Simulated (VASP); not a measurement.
Crystal: Ir.

```
Ir
1.0
     2.77215    0.00000    0.00000
    -1.38607    2.40075    0.00000
     0.00000    0.00000    4.49451
Ir
2
Direct
  0.66667 0.33333 0.75000
  0.33333 0.66667 0.25000
```

This isn't the form of Ir at room conditions, which is fcc.

Base run:

- Program: VASP 6.6.1
- Functional: PBEsol
- Potentials or basis: VASP PAW PBE potentials, release 64 (Ir)
- Cutoff: 520 eV
- k mesh: 21 × 21 × 12
- Occupations: gaussian, width 0.15 eV
- Spin: collinear spin
- Starting moments: [0.5, 0.5] μB
- Fixed moment: 1 μB

Its results: pressure -16.6 GPa; site moments Ir +0.49 μB.

Task: The run is repeated on the same cell with these changes: fixed moment from 1 μB to 0.2 μB; moments at the start from [0.5, 0.5] to [0.1, 0.1]. What comes out?

Result: Pressure -18.4 GPa; site moments Ir +0.10 μB.

Caveats: the cell stands under tension; the PAW data sets were made with another functional, which shifts forces and pressure a little; the total moment is fixed, so each spin has its own Fermi level and the state may be an excited one.
